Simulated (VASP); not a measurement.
# GaPt2F (P6/mmm) in VASP: a series of runs, part 2 of 4

VASP 6.6.1. Earlier steps stand in the parts before.

**3. Single point, PBE**

This run uses another cell than the first one, of 15.52 Å³/atom.

File INCAR:

```
ALGO = Normal
EDIFF = 1E-7
ENCUT = 520
GGA = PE
ISIF = 2
ISMEAR = 0
LASPH = True
LCHARG = False
LREAL = False
LWAVE = False
NBANDS = 28
NELM = 100
PREC = Accurate
SIGMA = 0.1
```

File KPOINTS:

```
k-points
0
Gamma
  6 6 4
```

File POSCAR:

```
GaPt2F
1.0
    2.8420476706      0.0000000000      0.0000000000
   -1.4210238353      2.4612854815      0.0000000000
    0.0000000000      0.0000000000      8.8761822833
Ga Pt F
1 2 1
Direct
    0.0000000000      0.0000000000      0.0000000000
    0.0000000000      0.0000000000      0.2621320730
    0.0000000000      0.0000000000      0.7378679270
    0.0000000000      0.0000000000      0.5000000000
```

Potentials or basis: VASP PAW PBE potentials, release 64 (Ga_d, Pt, F).

On the command line:

```console
> cat potpaw_PBE.64/Ga_d/POTCAR potpaw_PBE.64/Pt/POTCAR potpaw_PBE.64/F/POTCAR > POTCAR
> mpirun -np 1 vasp_std > vasp.out
```

OUTCAR:

```text
EDIFF = 1E-7
   ENCUT = 520
   GGA = PE
   ISIF = 2
   ISMEAR = 0
   LASPH = True
   LREAL = False
   NELM = 100
   PREC = Accurate

 ion  position               nearest neighbor table
   1  0.000  0.000  0.000-   2 2.33   3 2.33
   2  0.000  0.000  0.262-   4 2.11   1 2.33
   3  0.000  0.000  0.738-   4 2.11   1 2.33
   4  0.000  0.000  0.500-   2 2.11   3 2.11

  LATTYP: Found a hexagonal cell.
 ALAT       =     2.8420476706
 C/A-ratio  =     3.1231644617

  Lattice vectors:

 A1 = (   2.8420476706,   0.0000000000,   0.0000000000)
 A2 = (  -1.4210238353,   2.4612854815,   0.0000000000)
 A3 = (   0.0000000000,   0.0000000000,   8.8761822833)

Analysis of symmetry for initial positions (statically):
=====================================================================
 Subroutine PRICEL returns:
 Original cell was already a primitive cell.

 Routine SETGRP: Setting up the symmetry group for a
 hexagonal supercell.

 Subroutine GETGRP returns: Found 24 space group operations
 (whereof 24 operations were pure point group operations)
 out of a pool of 24 trial point group operations.

The static configuration has the point symmetry D_6h.

Analysis of symmetry for dynamics (positions and initial velocities):
=====================================================================
 Subroutine PRICEL returns:
 Original cell was already a primitive cell.

 Routine SETGRP: Setting up the symmetry group for a
 hexagonal supercell.

 Subroutine GETGRP returns: Found 24 space group operations
 (whereof 24 operations were pure point group operations)
 out of a pool of 24 trial point group operations.

The dynamic configuration has the point symmetry D_6h.

 Subroutine INISYM returns: Found 24 space group operations
 (whereof 24 operations are pure point group operations),
 and found     1 'primitive' translations

----------------------------------------------------------------------------------------

                                     Primitive cell

  volume of cell :      62.0897

  direct lattice vectors                    reciprocal lattice vectors
     2.842047671  0.000000000  0.000000000     0.351858982  0.203145878  0.000000000
    -1.421023835  2.461285482  0.000000000     0.000000000  0.406291756  0.000000000
     0.000000000  0.000000000  8.876182283     0.000000000  0.000000000  0.112661048

  length of vectors
     2.842047671  2.842047671  8.876182283     0.406291756  0.406291756  0.112661048

  position of ions in fractional coordinates (direct lattice)
     0.000000000  0.000000000  0.000000000
     0.000000000  0.000000000  0.262132073
     0.000000000  0.000000000  0.737867927
     0.000000000  0.000000000  0.500000000

  ion indices of the primitive-cell ions
   primitive index   ion index
                 1           1
                 2           2
                 3           3
                 4           4

----------------------------------------------------------------------------------------

 KPOINTS: k-points

Automatic generation of k-mesh.
 Grid dimensions read from file:
 generate k-points for:    6    6    4

 Generating k-lattice:

  Cartesian coordinates                     Fractional coordinates (reciprocal lattice)
     0.058643164  0.033857646  0.000000000     0.166666667 -0.000000000  0.000000000
     0.000000000  0.067715293  0.000000000     0.000000000  0.166666667  0.000000000
     0.000000000  0.000000000  0.028165262     0.000000000  0.000000000  0.250000000

  Length of vectors
     0.067715293  0.067715293  0.028165262

  Shift w.r.t. Gamma in fractional coordinates (k-lattice)
     0.000000000  0.000000000  0.000000000

 Subroutine IBZKPT returns following result:
 ===========================================

 Found     21 irreducible k-points:

 Following reciprocal coordinates:
            Coordinates               Weight
  0.000000  0.000000  0.000000      1.000000
  0.166667 -0.000000  0.000000      6.000000
  0.333333  0.000000  0.000000      6.000000
  0.500000  0.000000  0.000000      3.000000
  0.166667  0.166667  0.000000      6.000000
  0.333333  0.166667  0.000000     12.000000
[... 13 lines left out ...]
  0.333333  0.166667  0.500000     12.000000
  0.333333  0.333333  0.500000      2.000000
   k-points           NKPTS =     21   k-points in BZ     NKDIM =     21   number of bands    NBANDS=     28
   number of dos      NEDOS =    301   number of ions     NIONS =      4
   total plane-waves  NPLWV =  40320
   dimension x,y,z NGX =    24 NGY =   24 NGZ =   70
   dimension x,y,z NGXF=    48 NGYF=   48 NGZF=  140
   ions per type =               1   2   1
   NGX,Y,Z   is equivalent  to a cutoff of  14.04, 14.04, 13.11 a.u.
   NGXF,Y,Z  is equivalent  to a cutoff of  28.08, 28.08, 26.22 a.u.
 SYSTEM =  unknown system
   PREC   = accura    normal or accurate (medium, high low for compatibility)
   ISTART =      0    job   : 0-new  1-cont  2-samecut
   ICHARG =      2    charge: 1-file 2-atom 10-const
   ISPIN  =      1    spin polarized calculation?
   LNONCOLLINEAR =      F non collinear calculations
   LSORBIT =      F    spin-orbit coupling
   LASPH  =      T    aspherical Exc in radial PAW
   ENCUT  =  520.0 eV  38.22 Ry    6.18 a.u.   5.28  5.28 16.50*2*pi/ulx,y,z
   NELM   =    100;   NELMIN=  2; NELMDL= -5     # of ELM steps
   EDIFF  = 0.1E-06   stopping-criterion for ELM
   LREAL  =      F    real-space projection
   EDIFFG = 0.1E-05   stopping-criterion for IOM
   NSW    =      0    number of steps for IOM
   IBRION =     -1    ionic relax: 0-MD 1-quasi-New 2-CG
   NFREE  =      0    steps in history (QN), initial steepest desc. (CG)
   ISIF   =      2    stress and relaxation
   ISYM   =      2    0-nonsym 1-usesym 2-fastsym
   POTIM  = 0.5000    time-step for ionic-motion
   TEBEG  =    0.0;   TEEND  =   0.0 temperature during run
   PSTRESS=    0.0 pullay stress
   NELECT =      40.0000    total number of electrons
   NUPDOWN=      -1.0000    fix difference up-down
   EMIN   =  10.00;   EMAX   =-10.00  energy-range for DOS
   EFERMI =   0.00;   METHOD = LEGACY
   ISMEAR =     0;   SIGMA  =   0.10  broadening in eV -4-tet -1-fermi 0-gaus
   EFERMI_NEDOS =   21; number of points for ismear=-14 and -15
   IALGO  =     38    algorithm
   IMIX   =      4    mixing-type and parameters
     AMIX     =   0.40;   BMIX     =  1.00
     AMIX_MAG =   1.60;   BMIX_MAG =  1.00
  volume/ion in A,a.u.               =      15.52       104.75
  Fermi-wavevector in a.u.,A,eV,Ry     =   1.413910  2.671902 27.199956  1.999140
  Thomas-Fermi vector in A             =   2.535506
   LORBIT       =      0    0 simple, 1 ext, 2 COOP (PROOUT), +10 PAW based schemes
   GGA     = PE    functional components
   LHFCALC =     F    Hartree Fock is set to
   AEXX    =    0.0000 exact exchange contribution
   IVDW    =     0    specifies the selected vdW correction
   LEPSILON=     F    determine dielectric tensor
   LRPA    =     F    only Hartree local field effects (RPA)
 non-spin polarized calculation
 Gauss-broadening in eV      SIGMA  =   0.10
  energy-cutoff  :      520.00
  volume of cell :       62.09
 maximum number of plane-waves:      1688
 NGX is ok and might be reduce to    24
   NGX = 11   NGY = 11   NGZ = 33

 number of electron      40.0000010 magnetization

 Free energy of the ion-electron system (eV)
  ---------------------------------------------------
  ext. energy  EPLUGINS =         0.00000000
  ---------------------------------------------------
  free energy    TOTEN  =       -18.63549531 eV

  energy without entropy =      -18.63054659  energy(sigma->0) =      -18.63302095

 E-fermi :   6.2484     XC(G=0): -11.7306

 val. band max:        5.9397510551   @ k =   0.0000   0.0000   0.5000
 cond. band min:       6.2838342754   @ k =   0.3333   0.1667   0.0000
 fundamental gap:      0.3440832202
 Fermi energy:         6.2483765621

 k-point     1 :       0.0000    0.0000    0.0000
  band No.  band energies     occupation
      1     -15.8912      2.00000
      2      -8.9183      2.00000
      3      -8.9183      2.00000
      4      -8.9089      2.00000
      5      -8.5784      2.00000
      6      -8.5784      2.00000
[... 20 lines left out ...]
     27      20.0823      0.00000
[... 598 lines left out ...]
      6      -8.7069      2.00000
[... 20 lines left out ...]
     27      15.0374      0.00000
     28      15.0374      0.00000

------------------------ aborting loop because EDIFF is reached ----------------------------------------

  FORCE on cell =-STRESS in cart. coord.  units (eV):
  Direction    XX          YY          ZZ          XY          YZ          ZX
  --------------------------------------------------------------------------------------
  -------------------------------------------------------------------------------------
  Total       -0.0504774     -0.0504774      0.2377658     -0.0000000     -0.0000000      0.0000000
  in kB       -1.3025319     -1.3025319      6.1353660     -0.0000000     -0.0000000      0.0000000
  external PRESSURE =       1.1767674 kB  Pullay stress =       0.0000000 kB

 VOLUME and BASIS-vectors are now :
 -----------------------------------------------------------------------------
  energy-cutoff  :      520.00
  volume of cell :       62.09
      direct lattice vectors                 reciprocal lattice vectors
     2.842047671  0.000000000  0.000000000     0.351858982  0.203145878  0.000000000
    -1.421023835  2.461285482  0.000000000     0.000000000  0.406291756  0.000000000
     0.000000000  0.000000000  8.876182283     0.000000000  0.000000000  0.112661048

 POSITION                                       TOTAL-FORCE (eV/Angst)
 -----------------------------------------------------------------------------------
      0.00000      0.00000      0.00000         0.000000     -0.000000      0.000000
      0.00000      0.00000      2.32673         0.000000      0.000000      0.009728
      0.00000      0.00000      6.54945        -0.000000      0.000000     -0.009728
      0.00000      0.00000      4.43809         0.000000     -0.000000      0.000000
 -----------------------------------------------------------------------------------
    total drift:                                0.000000     -0.000000      0.000000

  FREE ENERGIE OF THE ION-ELECTRON SYSTEM (eV)
  ---------------------------------------------------
  free  energy   TOTEN  =       -18.6354953136 eV

  energy  without entropy=      -18.6305465936  energy(sigma->0) =      -18.63302095
```

OSZICAR:

```text
N       E                     dE             d eps       ncg     rms          rms(c)
DAV:   1     0.353280148568E+03    0.35328E+03   -0.20135E+04  1344   0.206E+03
DAV:   2     0.171143206360E+02   -0.33617E+03   -0.31729E+03  1316   0.530E+02
DAV:   3    -0.197818677415E+02   -0.36896E+02   -0.36142E+02  1332   0.129E+02
DAV:   4    -0.207981478268E+02   -0.10163E+01   -0.10142E+01  1332   0.230E+01
DAV:   5    -0.208182707404E+02   -0.20123E-01   -0.20121E-01  1336   0.305E+00    0.144E+01
DAV:   6    -0.188411466454E+02    0.19771E+01   -0.67037E+00  1296   0.199E+01    0.729E+00
DAV:   7    -0.186871075887E+02    0.15404E+00   -0.61539E-01  1400   0.728E+00    0.432E+00
DAV:   8    -0.186402028649E+02    0.46905E-01   -0.22449E-01  1300   0.327E+00    0.827E-01
DAV:   9    -0.186363523512E+02    0.38505E-02   -0.19092E-02  1480   0.118E+00    0.298E-01
DAV:  10    -0.186355149497E+02    0.83740E-03   -0.64208E-03  1380   0.654E-01    0.702E-02
DAV:  11    -0.186354842945E+02    0.30655E-04   -0.42336E-04  1504   0.203E-01    0.304E-02
DAV:  12    -0.186354935017E+02   -0.92072E-05   -0.41389E-05  1448   0.626E-02    0.121E-02
DAV:  13    -0.186354950765E+02   -0.15748E-05   -0.49637E-06  1264   0.191E-02    0.464E-03
DAV:  14    -0.186354952405E+02   -0.16401E-06   -0.30738E-07  1352   0.365E-03    0.866E-04
DAV:  15    -0.186354953136E+02   -0.73046E-07   -0.56987E-08   796   0.207E-03
   1 F= -.18635495E+02 E0= -.18633021E+02  d E =-.494872E-02
```

Wall time 60 s (1 thread of Intel Xeon 8259CL, shared host); peak memory 0.21 GiB.

What came out:

- Free energy: -18.6355 eV
- Pressure: 0.1 GPa
- Largest force: 0.010 eV/Å
- Band gap on the k mesh: zero (bands 20 and 21 overlap by 1.49 eV)

Forces in eV/Å, atoms in the order of the input:
```
Ga   0.000  0.000  0.000
Pt   0.000  0.000  0.010
Pt   0.000  0.000 -0.010
F    0.000  0.000  0.000
```

Caveat: the k points lie up to 0.43 Å⁻¹ apart, too coarse for converged energies and pressures of a metal; spin-orbit coupling is left out, which moves the levels of the heavy elements.

**4. Single point, PBE, collinear spin**

This run uses another cell than the first one, of 15.52 Å³/atom.

File INCAR:

```
ALGO = Normal ; EDIFF = 1E-7
ENCUT = 520 ; GGA = PE
ISIF = 2 ; ISMEAR = 0
ISPIN = 2 ; LASPH = T
LCHARG = F ; LMAXMIX = 4
LORBIT = 11 ; LREAL = F
LWAVE = F ; MAGMOM = 0 1 1 0
NBANDS = 32 ; NELM = 150
PREC = Accurate ; SIGMA = 0.1
```

File KPOINTS:

```
k-points
0
Gamma
  6 6 2
```

POSCAR is that of step 3.

Potentials or basis: VASP PAW PBE potentials, release 64 (Ga_d, Pt, F).

On the command line:

```console
> cat potpaw_PBE.64/Ga_d/POTCAR potpaw_PBE.64/Pt/POTCAR potpaw_PBE.64/F/POTCAR > POTCAR
> mpirun -np 1 vasp_std > vasp.out
```

OUTCAR:

```text
EDIFF = 1E-7
   ENCUT = 520
   GGA = PE
   ISIF = 2
   ISMEAR = 0
   ISPIN = 2
   LASPH = T
   LORBIT = 11
   LREAL = F
   NELM = 150
   PREC = Accurate

 ion  position               nearest neighbor table
   1  0.000  0.000  0.000-   2 2.33   3 2.33
   2  0.000  0.000  0.262-   4 2.11   1 2.33
   3  0.000  0.000  0.738-   4 2.11   1 2.33
   4  0.000  0.000  0.500-   2 2.11   3 2.11

  LATTYP: Found a hexagonal cell.
 ALAT       =     2.8420476706
 C/A-ratio  =     3.1231644617
[... 1195 lines left out ...]
  energy-cutoff  :      520.00
  volume of cell :       62.09
      direct lattice vectors                 reciprocal lattice vectors
     2.842047671  0.000000000  0.000000000     0.351858982  0.203145878  0.000000000
    -1.421023835  2.461285482  0.000000000     0.000000000  0.406291756  0.000000000
     0.000000000  0.000000000  8.876182283     0.000000000  0.000000000  0.112661048

 POSITION                                       TOTAL-FORCE (eV/Angst)
 -----------------------------------------------------------------------------------
      0.00000      0.00000      0.00000        -0.000000     -0.000000     -0.000000
      0.00000      0.00000      2.32673         0.000000      0.000000     -0.083506
      0.00000      0.00000      6.54945        -0.000000     -0.000000      0.083506
      0.00000      0.00000      4.43809        -0.000000     -0.000000     -0.000000
 -----------------------------------------------------------------------------------
    total drift:                                0.000000     -0.000000      0.000000

  FREE ENERGIE OF THE ION-ELECTRON SYSTEM (eV)
  ---------------------------------------------------
  free  energy   TOTEN  =       -18.5621698213 eV

  energy  without entropy=      -18.5561023826  energy(sigma->0) =      -18.55913610

 total charge

# of ion       s       p       d       tot
------------------------------------------
    1        0.993   0.772  10.002  11.767
    2        0.610   0.489   8.010   9.109
    3        0.610   0.489   8.010   9.109
    4        1.734   4.325   0.000   6.059
--------------------------------------------------
tot          3.947   6.076  26.022  36.045

 magnetization (x)

# of ion       s       p       d       tot
------------------------------------------
    1       -0.000   0.000   0.000   0.000
    2        0.000   0.000   0.000   0.000
    3        0.000   0.000   0.000   0.000
    4       -0.000  -0.000   0.000  -0.000
--------------------------------------------------
tot          0.000   0.000   0.000   0.000
```

stdout:

```text
POSCAR found type information on POSCAR GaPtF
 POSCAR found :  3 types and       4 ions
 scaLAPACK will be used
 LDA part: xc-table for (Slater+PW92), standard interpolation
 POSCAR, INCAR and KPOINTS ok, starting setup
 FFT: planning ... GRIDC
 FFT: planning ... GRID_SOFT
 FFT: planning ... GRID
 WAVECAR not read
 entering main loop
```

It took 1.8 min on 1 thread of Intel Xeon 8259CL, shared host; peak memory 0.25 GiB.

Results:

- Free energy: -18.5622 eV
- Pressure: 0.1 GPa
- Largest force: 0.084 eV/Å
- Band gap on the k mesh: zero (filled and empty bands overlap)
- Net moment: 0.00 μB per cell
- Valence electrons inside the program's atomic spheres: Ga 11.77; Pt 9.11; F 6.06

Forces on the atoms (eV/Å):
```
Ga   0.000  0.000  0.000
Pt   0.000  0.000 -0.084
Pt   0.000  0.000  0.084
F    0.000  0.000  0.000
```

Levels at points of the mesh, in eV from the Fermi level:
Spin up:
```csv
k point,band 18,band 19,band 20,band 21,band 22,band 23,band 24,band 25
"(0.00, 0.00, 0.00)",-0.89,-0.89,-0.32,-0.32,0.31,5.64,6.27,12.92
"(0.50, 0.00, 0.00)",-0.48,0.46,0.46,0.85,1.98,3.83,3.96,6.93
"(0.00, 0.00, 0.50)",-0.98,-0.98,-0.25,-0.25,2.71,2.73,8.05,11.56
"(0.50, 0.00, 0.50)",-0.65,0.46,0.46,1.87,2.57,3.67,3.76,7.90
```
Spin down:
```csv
k point,band 19,band 20,band 21,band 22,band 23,band 24
"(0.00, 0.00, 0.00)",-0.89,-0.32,-0.32,0.31,5.64,6.27
"(0.50, 0.00, 0.00)",0.46,0.46,0.85,1.98,3.83,3.96
"(0.00, 0.00, 0.50)",-0.98,-0.25,-0.25,2.71,2.73,8.05
"(0.50, 0.00, 0.50)",0.46,0.46,1.87,2.57,3.67,3.76
```

Caveat: the k points lie up to 0.43 Å⁻¹ apart, too coarse for converged energies and pressures of a metal; spin-orbit coupling is left out, which moves the levels of the heavy elements.

(Part 2 of 4 ends here.)
